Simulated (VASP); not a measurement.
Wanted: the native input for a VASP 6.6.1 run.

| Quantity | Value |
| --- | --- |
| Task | single point |
| Functional | PBE |
| Potentials or basis | VASP PAW PBE potentials, release 64 (Cl) |
| Cutoff | 520 eV |
| k mesh | 6 × 6 × 4 |
| Occupations | gaussian, width 0.01 eV |
| Spin | no spin polarisation |
| Dipole correction | no |
| Further INCAR settings | ALGO = Normal; EDIFF = 1e-06; NBANDS = 22 |

The structure of Cl lies in POSCAR:

```
Cl
1.0
    3.2066823265     -2.2941288504      0.0000000000
    3.2066823265      2.2941288504      0.0000000000
    0.0000000000      0.0000000000      8.3710212721
Cl
4
Direct
    0.8700000000      0.1300000000      0.1000000000
    0.6300000000      0.3700000000      0.6000000000
    0.1300000000      0.8700000000      0.9000000000
    0.3700000000      0.6300000000      0.4000000000
```

These files were run (other wordings do the same):

INCAR

```
SYSTEM = Cl
PREC = Accurate ; ENCUT = 520
EDIFF = 1E-6 ; ISMEAR = 0
SIGMA = 0.01 ; LREAL = .FALSE.
LASPH = .TRUE. ; NELM = 60
ALGO = Normal ; ISIF = 2
LWAVE = .FALSE. ; LCHARG = .TRUE.
GGA = PE ; LELF = .TRUE.
LVHAR = .TRUE. ; NBANDS = 22
```

KPOINTS

```
Automatic mesh
0
G
  6 6 4
  0 0 0
```

Potentials or basis: VASP PAW PBE potentials, release 64 (Cl).

Launch:

```bash
$ cat potpaw_PBE.64/Cl/POTCAR > POTCAR
$ mpirun -np 1 vasp_std > vasp.out
```

It gave:

| Item | Value |
| --- | --- |
| Pressure | -1.1 GPa |
| Largest force | 0.749 eV/Å |
| Band gap on the k mesh | 2.33 eV (least direct gap 2.38 eV) |

Caveat: this functional lacks dispersion, which holds the molecules together, so the pressure and a relaxed volume are unreliable.

Wall time 120 s on 1 thread of Intel Xeon 8259CL, with other jobs on the host, peak memory 0.26 GiB.
